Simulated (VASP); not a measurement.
Set up this calculation in VASP 6.6.1, as the native input.

```
Task                   : single point
Functional             : PBE
Potentials or basis    : VASP PAW PBE potentials, release 64 (Be, Se)
Cutoff                 : 520 eV
k mesh                 : 3 × 3 × 6
Occupations            : gaussian, width 0.1 eV
Spin                   : no spin polarisation
Dipole correction      : no
Further INCAR settings : ALGO = Normal; EDIFF = 1e-06; NBANDS = 17
```

The structure of Be3Se2 lies in POSCAR:

```
Be3Se2
1.0
    5.8580879600      0.0000000000      0.0000000000
   -2.9290439800      5.0732529900      0.0000000000
    0.0000000000      0.0000000000      2.5150548300
Be Se
3 2
Direct
    0.5000000000      0.0000000000      0.0000000000
    0.0000000000      0.5000000000      0.0000000000
    0.5000000000      0.5000000000      0.0000000000
    0.3333333300      0.6666666700      0.0000000000
    0.6666666700      0.3333333300      0.0000000000
```

One way to write it, as run:

INCAR

```
SYSTEM = Be3Se2
PREC = Accurate
ENCUT = 520
EDIFF = 1E-6
ISMEAR = 0
SIGMA = 0.1
LREAL = .False.
LASPH = .True.
NELM = 80
ALGO = Normal
ISIF = 2
LWAVE = .False.
LCHARG = .False.
GGA = PE
NBANDS = 17
```

KPOINTS

```
Automatic mesh
0
Gamma
  3 3 6
  0 0 0
```

Potentials or basis: VASP PAW PBE potentials, release 64 (Be, Se).

Run with:

```sh
$ cat potpaw_PBE.64/Be/POTCAR potpaw_PBE.64/Se/POTCAR > POTCAR
$ mpirun -np 1 vasp_std > vasp.out
```

Results of the run:

- Pressure: 82.8 GPa
- Band gap on the k mesh: zero (band 9 reaches 6.40 eV, above the bottom of band 10 at 3.09 eV)

Caveat: the k points lie up to 0.42 Å⁻¹ apart.

It took 7.5 s on 1 thread of Intel(R) Xeon(R) 6975P-C (Granite Rapids), on a shared host, peak memory 0.2 GiB.
